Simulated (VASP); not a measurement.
Set up this calculation in VASP 6.6.1, as the native input.

- Task: single point
- Functional: revPBE
- Potentials or basis: VASP PAW PBE potentials, release 64 (Fe)
- Cutoff: 600 eV
- k mesh: 18 × 18 × 18
- Occupations: fermi-dirac, width 0.05 eV
- Spin: collinear spin, ferromagnetic start
- Starting moments: [-2.213, -2.213] μB
- Dipole correction: no
- Further INCAR settings: ALGO = Normal; EDIFF = 1e-06; NBANDS = 19

The structure of Fe lies in POSCAR:

```
Fe
1.0
    2.8932718364      0.0000000000      0.0000000000
    0.0000000000      2.8932718364      0.0000000000
    0.0000000000      0.0000000000      2.8932718364
Fe
2
Direct
    0.0000000000      0.0000000000      0.0000000000
    0.5000000000      0.5000000000      0.5000000000
```

One way to write it, as run:

INCAR

```
PREC = Accurate
ENCUT = 600
EDIFF = 1E-6
ISMEAR = -1
SIGMA = 0.05
LREAL = False
LASPH = True
NELM = 200
ALGO = Normal
ISIF = 2
LWAVE = False
LCHARG = False
ISPIN = 2
MAGMOM = -2.213 -2.213
LORBIT = 11
LMAXMIX = 4
GGA = RE
NBANDS = 19
GGA_COMPAT = False
```

KPOINTS

```
regular mesh
0
Gamma
  18 18 18
```

Potentials or basis: VASP PAW PBE potentials, release 64 (Fe).

Command:

```bash
$ cat potpaw_PBE.64/Fe/POTCAR > POTCAR
$ mpirun -np 1 vasp_std > vasp.out
```

Results of the run:

| Item | Value |
| --- | --- |
| Pressure | -6.1 GPa |
| Net moment | -4.66 μB per cell |
| Site moments | Fe -2.34 μB |
| Valence electrons inside the program's atomic spheres | Fe 7.14 |

Caveat: the cell stands under tension; the PAW data sets were made with another functional, which shifts forces and pressure a little.

Run time: 110 s on 1 thread of Oxide Virtual Turin-like Processor, on a shared host, peak memory 0.25 GiB.
